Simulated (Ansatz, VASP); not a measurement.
# One calculation of GaN, two programs

Contents of INCAR:

```
PREC = Accurate
ENCUT = 520
EDIFF = 1E-6
ISMEAR = 0
SIGMA = 0.1
LREAL = False
LASPH = True
NELM = 80
ALGO = Normal
ISIF = 2
LWAVE = False
LCHARG = False
GGA = PE
NBANDS = 26
```

File KPOINTS:

```
regular mesh
0
Gamma
  6 6 4
```

Contents of POSCAR:

```
GaN
1.0
    3.1889304000      0.0000000000      0.0000000000
   -1.5944652000      2.7616947400      0.0000000000
    0.0000000000      0.0000000000      5.1923572500
Ga N
2 2
Direct
    0.6666666700      0.3333333300      0.4990837100
    0.3333333300      0.6666666700      0.9990837100
    0.6666666700      0.3333333300      0.8759162900
    0.3333333300      0.6666666700      0.3759162900
```

Input for Ansatz:

```yaml
crystal:
  lattice:
    - [3.1889304, 0.0, 0.0]
    - [-1.5944652, 2.76169474, 0.0]
    - [0.0, 0.0, 5.19235725]
  atoms:
    - { symbol: Ga, position: [0.66666667, 0.33333333, 0.49908371] }
    - { symbol: Ga, position: [0.33333333, 0.66666667, 0.99908371] }
    - { symbol: "N", position: [0.66666667, 0.33333333, 0.87591629] }
    - { symbol: "N", position: [0.33333333, 0.66666667, 0.37591629] }
basis:
  ecutwfc: 420
kpoints:
  mp_grid: { grid: [6, 6, 4] }
hamiltonian:
  xc: pbe
  pseudopotentials: { kind: paw, azcp: { folder: soft_1 } }
scf:
  occupations: { method: gaussian, width: 0.1 }
output:
  forces: true
  stress: true
  eigenvalues: true
```

Alike in both runs: task single point; functional PBE; k mesh 6 × 6 × 4; occupations gaussian, width 0.1 eV; no spin polarisation.

```csv
,VASP,Ansatz
version,VASP 6.6.1,Ansatz 0.2.0
potentials or method,"VASP PAW PBE potentials, release 64 (Ga_d, N), cutoff 520 eV","scalar-relativistic, plane waves, PAW"
valence electrons in the cell,36,36
```

VASP gave:

| Property | Result |
| --- | --- |
| gap on the k mesh at the Fermi level (eV) | 1.91 |
| least direct gap on the mesh (eV) | 1.91 |
| pressure (GPa) | 5.2 |
| traceless stress, the component that is largest in VASP (GPa) | 0.06 |
| rms of the force components (eV/Å) | 0.003 |

What did Ansatz give for the same quantities?

gap on the k mesh at the Fermi level (eV): 1.90; least direct gap on the mesh (eV): 1.90; pressure (GPa): 5.2; traceless stress, the component that is largest in VASP (GPa): 0.03; rms of the force components (eV/Å): 0.003.

Atom by atom the forces differ by 0.000 eV/Å (rms over components).
